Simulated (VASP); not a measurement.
Wanted: the native input for a VASP 6.6.1 run.

| Property | Result |
| --- | --- |
| Task | single point |
| Functional | PBEsol |
| Potentials or basis | VASP PAW PBE potentials, release 64 (Ir_sv_GW) |
| Cutoff | 500 eV |
| k mesh | 12 × 12 × 12 |
| Occupations | fermi-dirac, width 0.05 eV |
| Spin | no spin polarisation |
| Dipole correction | no |
| Second run | valence_matched |
| Further INCAR settings | ALGO = Normal; EDIFF = 1e-06; NBANDS = 14 |

The structure of Ir lies in POSCAR:

```
Ir
1.0
    0.0000000000      1.9064845882      1.9064845882
    1.9064845882      0.0000000000      1.9064845882
    1.9064845882      1.9064845882      0.0000000000
Ir
1
Direct
    0.0000000000      0.0000000000      0.0000000000
```

These files were run (other wordings do the same):

INCAR

```
ALGO = Normal
EDIFF = 1E-6
ENCUT = 500
GGA = PS
GGA_COMPAT = False
ISIF = 2
ISMEAR = -1
LASPH = True
LCHARG = False
LREAL = False
LWAVE = False
NBANDS = 14
NELM = 120
PREC = Accurate
SIGMA = 0.05
```

KPOINTS

```
k-points
0
Gamma
  12 12 12
```

Potentials or basis: VASP PAW PBE potentials, release 64 (Ir_sv_GW).

Launch:

```bash
$ cat potpaw_PBE.64/Ir_sv_GW/POTCAR > POTCAR
$ mpirun -np 1 vasp_std > vasp.out
```

It gave:

```json
{
  "Pressure": "1.7 GPa"
}
```

Caveat: the PAW data sets were made with another functional, which shifts forces and pressure a little.

Wall time 15 s on 1 thread of Intel(R) Xeon(R) Platinum 8488C (Sapphire Rapids), on a shared host, peak memory 0.13 GiB.
